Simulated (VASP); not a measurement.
# Cd3HgTe4 (P-43m) in VASP: a series of runs

Runs on Cd3HgTe4. Level: PBE. Tasks: relaxation of cell and atoms, single point.

All numbers are computed with VASP 6.6.1; they aren't measurements. Logs are shortened: lines on timing, memory, paths and dates and some standing lists are left out, and cuts for length are marked.

### 1 The cell of the first run

Symmetry: P-43m, No. 215, cubic system. Conventional cell: a = 6.191 Å, b = 6.191 Å, c = 6.191 Å, α = 90.00°, β = 90.00°, γ = 90.00°. Cd (site symmetry -42m) has 4 Te at 2.68 Å within 3.5 Å. Hg (site symmetry -43m) has 4 Te at 2.68 Å within 3.5 Å. Within 3.5 Å of Te (site symmetry 3m) lie 3 Cd at 2.68 Å and 1 Hg at 2.68 Å.

### 2 Relaxation of cell and atoms, PBE

The input, INCAR:

```
SYSTEM = Cd3HgTe4
PREC = Accurate
ENCUT = 500
EDIFF = 1E-7
ISMEAR = 0
SIGMA = 0.1
LREAL = .False.
LASPH = .True.
NELM = 120
ALGO = Normal
ISIF = 3
LWAVE = .False.
LCHARG = .False.
GGA = PE
IBRION = 2
NSW = 90
EDIFFG = -0.04
GGA_COMPAT = .False.
NELMIN = 4
```

The input, KPOINTS:

```
Automatic mesh
0
Gamma
  4 4 4
  0 0 0
```

The input, POSCAR:

```
Cd3HgTe4
1.0
    6.1910842600      0.0000000000      0.0000000000
    0.0000000000      6.1910842600      0.0000000000
    0.0000000000      0.0000000000      6.1910842600
Cd Hg Te
3 1 4
Direct
    0.0000000000      0.5000000000      0.5000000000
    0.5000000000      0.0000000000      0.5000000000
    0.5000000000      0.5000000000      0.0000000000
    0.0000000000      0.0000000000      0.0000000000
    0.7500000000      0.7500000000      0.2500000000
    0.7500000000      0.2500000000      0.7500000000
    0.2500000000      0.7500000000      0.7500000000
    0.2500000000      0.2500000000      0.2500000000
```

Potentials or basis: VASP PAW PBE potentials, release 64 (Cd, Hg, Te).

The run is started by

```sh
$ cat potpaw_PBE.64/Cd/POTCAR potpaw_PBE.64/Hg/POTCAR potpaw_PBE.64/Te/POTCAR > POTCAR
$ mpirun -np 1 vasp_std > vasp.out
```

OUTCAR:

```text
SYSTEM = Cd3HgTe4
   PREC = Accurate
   ENCUT = 500
   EDIFF = 1E-7
   ISMEAR = 0
   LREAL = .False.
   LASPH = .True.
   NELM = 120
   ISIF = 3
   GGA = PE
   IBRION = 2
   NSW = 90
   EDIFFG = -0.04
   NELMIN = 4

 ion  position               nearest neighbor table
   1  0.000  0.500  0.500-   5 2.68   6 2.68   7 2.68   8 2.68
   2  0.500  0.000  0.500-   5 2.68   6 2.68   7 2.68   8 2.68
   3  0.500  0.500  0.000-   5 2.68   6 2.68   7 2.68   8 2.68
   4  0.000  0.000  0.000-   5 2.68   6 2.68   7 2.68   8 2.68
   5  0.750  0.750  0.250-   1 2.68   2 2.68   3 2.68   4 2.68
   6  0.750  0.250  0.750-   1 2.68   2 2.68   3 2.68   4 2.68
   7  0.250  0.750  0.750-   1 2.68   2 2.68   3 2.68   4 2.68
   8  0.250  0.250  0.250-   1 2.68   2 2.68   3 2.68   4 2.68

  LATTYP: Found a simple cubic cell.
 ALAT       =     6.1910842600

  Lattice vectors:

 A1 = (   6.1910842600,   0.0000000000,   0.0000000000)
 A2 = (   0.0000000000,   6.1910842600,   0.0000000000)
 A3 = (   0.0000000000,   0.0000000000,   6.1910842600)

Analysis of symmetry for initial positions (statically):
=====================================================================
 Subroutine PRICEL returns:
 Original cell was already a primitive cell.

 Routine SETGRP: Setting up the symmetry group for a
 simple cubic supercell.

 Subroutine GETGRP returns: Found 24 space group operations
 (whereof 24 operations were pure point group operations)
 out of a pool of 48 trial point group operations.

The static configuration has the point symmetry T_d .

Analysis of symmetry for dynamics (positions and initial velocities):
=====================================================================
 Subroutine PRICEL returns:
 Original cell was already a primitive cell.

 Routine SETGRP: Setting up the symmetry group for a
 simple cubic supercell.

 Subroutine GETGRP returns: Found 24 space group operations
 (whereof 24 operations were pure point group operations)
 out of a pool of 48 trial point group operations.

The dynamic configuration has the point symmetry T_d .

 Subroutine INISYM returns: Found 24 space group operations
 (whereof 24 operations are pure point group operations),
 and found     1 'primitive' translations

----------------------------------------------------------------------------------------

                                     Primitive cell

  volume of cell :     237.3013

  direct lattice vectors                    reciprocal lattice vectors
[... 75 lines left out ...]
   PREC   = accura    normal or accurate (medium, high low for compatibility)
   ISTART =      0    job   : 0-new  1-cont  2-samecut
   ICHARG =      2    charge: 1-file 2-atom 10-const
   ISPIN  =      1    spin polarized calculation?
   LNONCOLLINEAR =      F non collinear calculations
   LSORBIT =      F    spin-orbit coupling
   LASPH  =      T    aspherical Exc in radial PAW
   ENCUT  =  500.0 eV  36.75 Ry    6.06 a.u.  11.29 11.29 11.29*2*pi/ulx,y,z
   NELM   =    120;   NELMIN=  4; NELMDL= -5     # of ELM steps
   EDIFF  = 0.1E-06   stopping-criterion for ELM
   LREAL  =      F    real-space projection
   EDIFFG = -.4E-01   stopping-criterion for IOM
   NSW    =     90    number of steps for IOM
   IBRION =      2    ionic relax: 0-MD 1-quasi-New 2-CG
   NFREE  =      1    steps in history (QN), initial steepest desc. (CG)
   ISIF   =      3    stress and relaxation
   ISYM   =      2    0-nonsym 1-usesym 2-fastsym
   POTIM  = 0.5000    time-step for ionic-motion
   TEBEG  =    0.0;   TEEND  =   0.0 temperature during run
   PSTRESS=    0.0 pullay stress
   NELECT =      72.0000    total number of electrons
   NUPDOWN=      -1.0000    fix difference up-down
   EMIN   =  10.00;   EMAX   =-10.00  energy-range for DOS
   EFERMI =   0.00;   METHOD = LEGACY
   ISMEAR =     0;   SIGMA  =   0.10  broadening in eV -4-tet -1-fermi 0-gaus
   EFERMI_NEDOS =   21; number of points for ismear=-14 and -15
   IALGO  =     38    algorithm
   IMIX   =      4    mixing-type and parameters
     AMIX     =   0.40;   BMIX     =  1.00
     AMIX_MAG =   1.60;   BMIX_MAG =  1.00
  volume/ion in A,a.u.               =      29.66       200.17
  Fermi-wavevector in a.u.,A,eV,Ry     =   1.100067  2.078824 16.465041  1.210146
  Thomas-Fermi vector in A             =   2.236472
   LORBIT       =      0    0 simple, 1 ext, 2 COOP (PROOUT), +10 PAW based schemes
   GGA     = PE    functional components
   LHFCALC =     F    Hartree Fock is set to
   AEXX    =    0.0000 exact exchange contribution
   IVDW    =     0    specifies the selected vdW correction
   LEPSILON=     F    determine dielectric tensor
   LRPA    =     F    only Hartree local field effects (RPA)
 conjugate gradient relaxation of ions
 non-spin polarized calculation
 Gauss-broadening in eV      SIGMA  =   0.10
  energy-cutoff  :      500.00
  volume of cell :      237.30
 maximum number of plane-waves:      6062
 NGX is ok and might be reduce to    48
   NGX = 23   NGY = 23   NGZ = 23

--------------------------------------- Ionic step        1  -------------------------------------------

 number of electron      71.9999976 magnetization

 Free energy of the ion-electron system (eV)
  ---------------------------------------------------
  ext. energy  EPLUGINS =         0.00000000
  ---------------------------------------------------
  free energy    TOTEN  =       -16.39990650 eV

  energy without entropy =      -16.39990650  energy(sigma->0) =      -16.39990650

------------------------ aborting loop because EDIFF is reached ----------------------------------------

  FORCE on cell =-STRESS in cart. coord.  units (eV):
  Direction    XX          YY          ZZ          XY          YZ          ZX
  --------------------------------------------------------------------------------------
  -------------------------------------------------------------------------------------
  Total       17.6434956     17.6434956     17.6434956      0.0000000      0.0000000      0.0000000
  in kB      119.1228487    119.1228487    119.1228487      0.0000000      0.0000000      0.0000000
  external PRESSURE =     119.1228487 kB  Pullay stress =       0.0000000 kB
[... 71 lines left out ...]
--------------------------------------- Ionic step        3  -------------------------------------------

 number of electron      71.9999971 magnetization

 Free energy of the ion-electron system (eV)
  ---------------------------------------------------
  ext. energy  EPLUGINS =         0.00000000
  ---------------------------------------------------
  free energy    TOTEN  =       -18.04002662 eV

  energy without entropy =      -18.03878596  energy(sigma->0) =      -18.03940629

 E-fermi :   2.0452     XC(G=0):  -8.3306

 val. band max:        1.9303336570   @ k =   0.0000   0.0000   0.0000
 cond. band min:       2.1163840154   @ k =   0.0000   0.0000   0.0000
 fundamental gap:      0.1860503585
 Fermi energy:         2.0451509979

 k-point     1 :       0.0000    0.0000    0.0000
  band No.  band energies     occupation
      1      -9.0656      2.00000
      2      -8.5685      2.00000
      3      -8.5685      2.00000
      4      -8.5685      2.00000
      5      -6.2145      2.00000
      6      -6.2145      2.00000
[... 484 lines left out ...]
  FREE ENERGIE OF THE ION-ELECTRON SYSTEM (eV)
  ---------------------------------------------------
  free  energy   TOTEN  =       -18.0400266197 eV

  energy  without entropy=      -18.0387859611  energy(sigma->0) =      -18.03940629

 reached required accuracy - stopping structural energy minimisation
```

OSZICAR:

```text
N       E                     dE             d eps       ncg     rms          rms(c)
DAV:   1     0.488253268931E+03    0.48825E+03   -0.32440E+04   860   0.144E+03
DAV:   2     0.995553220360E+01   -0.47830E+03   -0.46860E+03   952   0.347E+02
DAV:   3    -0.169347943769E+02   -0.26890E+02   -0.26780E+02   983   0.813E+01
[... 38 lines left out ...]
DAV:   7    -0.180399191085E+02   -0.18689E-03   -0.63180E-04   964   0.133E-01    0.141E-01
DAV:   8    -0.180400037551E+02   -0.84647E-04   -0.20348E-04   949   0.753E-02    0.214E-02
DAV:   9    -0.180400228334E+02   -0.19078E-04   -0.38108E-05   904   0.289E-02    0.217E-02
DAV:  10    -0.180400265294E+02   -0.36960E-05   -0.37822E-06   901   0.891E-03    0.312E-03
DAV:  11    -0.180400266197E+02   -0.90252E-07   -0.81617E-07   848   0.453E-03
   3 F= -.18040027E+02 E0= -.18039406E+02  d E =-.164012E+01
```

CONTCAR:

```text
Cd3HgTe4
   1.00000000000000
     6.6214990854391402    0.0000000000000000    0.0000000000000000
     0.0000000000000000    6.6214990854391402   -0.0000000000000000
     0.0000000000000000    0.0000000000000000    6.6214990854391402
  Cd              Hg              Te
     3     1     4
Direct
     0.0000000000000000    0.5000000000000000    0.5000000000000000
     0.5000000000000000    0.0000000000000000    0.5000000000000000
     0.5000000000000000    0.5000000000000000    0.0000000000000000
     0.0000000000000000    0.0000000000000000    0.0000000000000000
     0.7494761318424655    0.7494761318424655    0.2505238681575345
     0.7494761318424655    0.2505238681575345    0.7494761318424655
     0.2505238681575345    0.7494761318424655    0.7494761318424655
     0.2505238681575345    0.2505238681575345    0.2505238681575345

  0.00000000E+00  0.00000000E+00  0.00000000E+00
  0.00000000E+00  0.00000000E+00  0.00000000E+00
  0.00000000E+00  0.00000000E+00  0.00000000E+00
  0.00000000E+00  0.00000000E+00  0.00000000E+00
  0.00000000E+00  0.00000000E+00  0.00000000E+00
  0.00000000E+00  0.00000000E+00  0.00000000E+00
  0.00000000E+00  0.00000000E+00  0.00000000E+00
  0.00000000E+00  0.00000000E+00  0.00000000E+00
```

It used 990 s of CPU time on 1 thread of AMD EPYC 7R13 Processor (Zen 3) (shared host).

What came out:

```
Free energy                            : -18.0400 eV
Relaxed volume                         : 36.29 Å³/atom
Relaxed cell                           : a = 6.621 Å, b = 6.621 Å, c = 6.621 Å, α = 90.00°, β = 90.00°, γ = 90.00°
Space group after relaxing (to 0.05 Å) : P-43m (No. 215)
Energy gained by relaxing              : 205.0 meV/atom
Ionic steps                            : 3
Pressure after relaxing                : 0.1 GPa
Band gap on the k mesh                 : 0.19 eV, direct
```

The path:
```csv
step,energy change (eV),largest force (eV/Å),pressure (GPa),volume (Å³)
1,0.0000,0.1696,11.91,237.30
2,-1.3464,0.0137,-2.81,321.39
3,-1.6401,0.0277,0.07,290.31
```

Final structure:
```cif
data_structure
_symmetry_space_group_name_H-M 'P 1'
_symmetry_Int_Tables_number 1
_cell_length_a 6.6215
_cell_length_b 6.6215
_cell_length_c 6.6215
_cell_angle_alpha 90.000
_cell_angle_beta 90.000
_cell_angle_gamma 90.000
_cell_volume 290.31
loop_
_atom_site_label
_atom_site_type_symbol
_atom_site_fract_x
_atom_site_fract_y
_atom_site_fract_z
_atom_site_occupancy
Cd1 Cd 0.00000 0.50000 0.50000 1
Cd2 Cd 0.50000 0.00000 0.50000 1
Cd3 Cd 0.50000 0.50000 0.00000 1
Hg1 Hg 0.00000 0.00000 0.00000 1
Te1 Te 0.74948 0.74948 0.25052 1
Te2 Te 0.74948 0.25052 0.74948 1
Te3 Te 0.25052 0.74948 0.74948 1
Te4 Te 0.25052 0.25052 0.25052 1
```

Levels at points of the mesh, in eV from the valence-band top:
| k point | band 33 | band 34 | band 35 | band 36 | band 37 | band 38 | band 39 | band 40 |
| --- | --- | --- | --- | --- | --- | --- | --- | --- |
| (0.00, 0.00, 0.00) | -1.71 | 0.00 | 0.00 | 0.00 | 0.19 | 2.11 | 2.68 | 2.68 |
| (0.50, 0.00, 0.00) | -1.06 | -1.06 | -0.94 | -0.94 | 2.28 | 2.73 | 3.30 | 3.34 |
| (0.50, 0.50, 0.00) | -0.84 | -0.76 | -0.71 | -0.71 | 2.25 | 2.90 | 2.90 | 2.96 |
| (0.50, 0.50, 0.50) | -0.76 | -0.64 | -0.64 | -0.64 | 0.90 | 1.69 | 1.69 | 1.69 |

Caveat: the volume moved by over 15 % at a fixed basis, so the end points are rough; spin-orbit coupling is left out, which moves the levels of the heavy elements.

### 3 Single point, PBE

This run uses another cell than the first one, of 36.42 Å³/atom, 1.228 times its volume.

The input, INCAR:

```
SYSTEM = Cd3HgTe4
ALGO = Normal
EDIFF = 1E-6
ENCUT = 520
GGA = PE
ISIF = 2
ISMEAR = 0
LASPH = .TRUE.
LCHARG = .TRUE.
LELF = .TRUE.
LREAL = .FALSE.
LVHAR = .TRUE.
LWAVE = .FALSE.
NBANDS = 46
NELM = 60
PREC = Accurate
SIGMA = 0.01
```

The input, KPOINTS:

```
k-points
0
G
  6 6 6
  0 0 0
```

The input, POSCAR:

```
Cd3HgTe4
1.0
    6.6293391883      0.0000000000      0.0000000000
    0.0000000000      6.6293391883      0.0000000000
    0.0000000000      0.0000000000      6.6293391883
Cd Hg Te
3 1 4
Direct
    0.0000000000      0.5000000000      0.5000000000
    0.5000000000      0.0000000000      0.5000000000
    0.5000000000      0.5000000000      0.0000000000
    0.0000000000      0.0000000000      0.0000000000
    0.7490520274      0.7490520274      0.2509479726
    0.7490520274      0.2509479726      0.7490520274
    0.2509479726      0.7490520274      0.7490520274
    0.2509479726      0.2509479726      0.2509479726
```

Potentials or basis: VASP PAW PBE potentials, release 64 (Cd, Hg, Te).

The run is started by

```sh
$ cat potpaw_PBE.64/Cd/POTCAR potpaw_PBE.64/Hg/POTCAR potpaw_PBE.64/Te/POTCAR > POTCAR
$ mpirun -np 1 vasp_std > vasp.out
```

OUTCAR:

```text
SYSTEM = Cd3HgTe4
   EDIFF = 1E-6
   ENCUT = 520
   GGA = PE
   ISIF = 2
   ISMEAR = 0
   LASPH = .TRUE.
   LREAL = .FALSE.
   NELM = 60
   PREC = Accurate

 ion  position               nearest neighbor table
   1  0.000  0.500  0.500-   5 2.87   6 2.87   7 2.87   8 2.87
   2  0.500  0.000  0.500-   5 2.87   6 2.87   7 2.87   8 2.87
   3  0.500  0.500  0.000-   5 2.87   6 2.87   7 2.87   8 2.87
   4  0.000  0.000  0.000-   5 2.88   6 2.88   7 2.88   8 2.88
   5  0.749  0.749  0.251-   1 2.87   2 2.87   3 2.87   4 2.88
   6  0.749  0.251  0.749-   1 2.87   2 2.87   3 2.87   4 2.88
   7  0.251  0.749  0.749-   1 2.87   2 2.87   3 2.87   4 2.88
   8  0.251  0.251  0.251-   1 2.87   2 2.87   3 2.87   4 2.88

  LATTYP: Found a simple cubic cell.
 ALAT       =     6.6293391883

  Lattice vectors:

 A1 = (   6.6293391883,   0.0000000000,   0.0000000000)
 A2 = (   0.0000000000,   6.6293391883,   0.0000000000)
 A3 = (   0.0000000000,   0.0000000000,   6.6293391883)

Analysis of symmetry for initial positions (statically):
[... 186 lines left out ...]
 Fermi energy:         1.9726232383

 k-point     1 :       0.0000    0.0000    0.0000
  band No.  band energies     occupation
      1      -9.0782      2.00000
      2      -8.5866      2.00000
      3      -8.5866      2.00000
      4      -8.5866      2.00000
      5      -6.2378      2.00000
      6      -6.2378      2.00000
[... 969 lines left out ...]
     45       7.0886      0.00000
     46       7.0888      0.00000

------------------------ aborting loop because EDIFF is reached ----------------------------------------

  FORCE on cell =-STRESS in cart. coord.  units (eV):
  Direction    XX          YY          ZZ          XY          YZ          ZX
  --------------------------------------------------------------------------------------
  -------------------------------------------------------------------------------------
  Total        0.0806570      0.0806570      0.0806570      0.0000000     -0.0000000     -0.0000000
  in kB        0.4435496      0.4435496      0.4435496      0.0000000     -0.0000000     -0.0000000
  external PRESSURE =       0.4435496 kB  Pullay stress =       0.0000000 kB

 VOLUME and BASIS-vectors are now :
 -----------------------------------------------------------------------------
  energy-cutoff  :      520.00
  volume of cell :      291.35
      direct lattice vectors                 reciprocal lattice vectors
     6.629339188  0.000000000  0.000000000     0.150844597  0.000000000  0.000000000
     0.000000000  6.629339188  0.000000000     0.000000000  0.150844597  0.000000000
     0.000000000  0.000000000  6.629339188     0.000000000  0.000000000  0.150844597

 POSITION                                       TOTAL-FORCE (eV/Angst)
 -----------------------------------------------------------------------------------
      0.00000      3.31467      3.31467         0.000000      0.000000     -0.000000
      3.31467      0.00000      3.31467         0.000000      0.000000     -0.000000
      3.31467      3.31467      0.00000         0.000000      0.000000     -0.000000
      0.00000      0.00000      0.00000         0.000000     -0.000000     -0.000000
      4.96572      4.96572      1.66362         0.002444      0.002444     -0.002444
      4.96572      1.66362      4.96572         0.002444     -0.002444      0.002444
      1.66362      4.96572      4.96572        -0.002444      0.002444      0.002444
      1.66362      1.66362      1.66362        -0.002444     -0.002444     -0.002444
 -----------------------------------------------------------------------------------
    total drift:                               -0.000000     -0.000000     -0.000000

  FREE ENERGIE OF THE ION-ELECTRON SYSTEM (eV)
  ---------------------------------------------------
  free  energy   TOTEN  =       -18.0664850687 eV

  energy  without entropy=      -18.0664850687  energy(sigma->0) =      -18.06648507
```

Run time: 4.5 min. Hardware: 1 thread of AMD EPYC 7R43 (Zen 3), shared host; peak memory 0.45 GiB.

What came out:

| Quantity | Value |
| --- | --- |
| Free energy | -18.0665 eV |
| Pressure | 0.0 GPa |
| Largest force | 0.004 eV/Å |
| Band gap on the k mesh | 0.18 eV, direct |

Forces in eV/Å, atoms in the order of the input:
```
Cd   0.000  0.000  0.000
Cd   0.000  0.000  0.000
Cd   0.000  0.000  0.000
Hg   0.000  0.000  0.000
Te   0.002  0.002 -0.002
Te   0.002 -0.002  0.002
Te  -0.002  0.002  0.002
Te  -0.002 -0.002 -0.002
```

Levels at points of the mesh, in eV from the valence-band top:
```
           k point  band 32  band 33  band 34  band 35  band 36  band 37  band 38  band 39  band 40  band 41
(0.00, 0.00, 0.00)    -1.70    -1.70     0.00     0.00     0.00     0.18     2.10     2.69     2.69     2.74
(0.50, 0.00, 0.00)    -2.02    -1.05    -1.05    -0.93    -0.93     2.27     2.72     3.31     3.35     3.70
(0.50, 0.50, 0.00)    -1.91    -0.84    -0.75    -0.70    -0.70     2.23     2.90     2.90     2.97     5.09
(0.50, 0.50, 0.50)    -0.76    -0.76    -0.63    -0.63    -0.63     0.89     1.69     1.69     1.69     5.11
```

Caveat: spin-orbit coupling is left out, which moves the levels of the heavy elements.
